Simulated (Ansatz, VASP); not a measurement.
# LiF in VASP and in Ansatz

```
Li F
1.0
     0.00000    1.93344    1.85288
     1.93344    0.00000    1.85288
     1.93344    1.93344    0.00000
Li F
1 1
Direct
  0.00000 0.00000 0.00000
  0.50000 0.50000 0.50000
```

Change from the starting cell: strain -0.040 along x and y, -0.080 along z, atoms carried along.

Alike in both runs: task single point; functional PBE; k mesh 10 × 10 × 10; occupations gaussian, width 0.05 eV; no spin polarisation.

```csv
,VASP,Ansatz
version,VASP 6.6.1,Ansatz 0.2.0
potentials or method,"VASP PAW PBE potentials, release 64 (Li_sv, F), cutoff 520 eV","scalar-relativistic, plane waves, PAW"
valence electrons in the cell,10,10
```

```tsv
	VASP	Ansatz	Ansatz less VASP
gap on the k mesh at the Fermi level (eV)	10.67	10.66	-0.002
least direct gap on the mesh (eV)	10.67	10.66	-0.002
```

Noted on VASP's run: the cutoff is short for stress, so the pressure is rough.
